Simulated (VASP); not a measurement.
A run of VASP 6.6.1:

The input INCAR:

```
  PREC = Accurate
  ENCUT = 500
  EDIFF = 1E-6
  ISMEAR = -1
  SIGMA = 0.02
  LREAL = F
  LASPH = T
  NELM = 120
  ALGO = Normal
  ISIF = 2
  LWAVE = F
  LCHARG = F
  GGA = PE
  NBANDS = 18
  GGA_COMPAT = F
```

KPOINTS

```
Automatic mesh
0
Gamma
  12 12 4
```

The input POSCAR:

```
HfS2
1.0
    3.5213870797      0.0000000000      0.0000000000
   -1.7606935398      3.0496106676      0.0000000000
    0.0000000000      0.0000000000      5.9501995588
Hf S
1 2
Direct
    0.0000000000      0.0000000000      0.0000000000
    0.3333333333      0.6666666667      0.2496609635
    0.6666666667      0.3333333333      0.7503390365
```

Potentials or basis: VASP PAW PBE potentials, release 64 (Hf_pv, S).

The run is started by

```console
$ cat potpaw_PBE.64/Hf_pv/POTCAR potpaw_PBE.64/S/POTCAR > POTCAR
$ mpirun -np 1 vasp_std > vasp.out
```

Hardware: 1 thread of Intel Xeon 8259CL, with other jobs on the host.

Problem. Estimate the wall time of this run.

Solution. Wall time 110 s on 1 thread of Intel Xeon 8259CL (shared host), peak memory 0.23 GiB. Counts: scf iterations 14, k points 69.
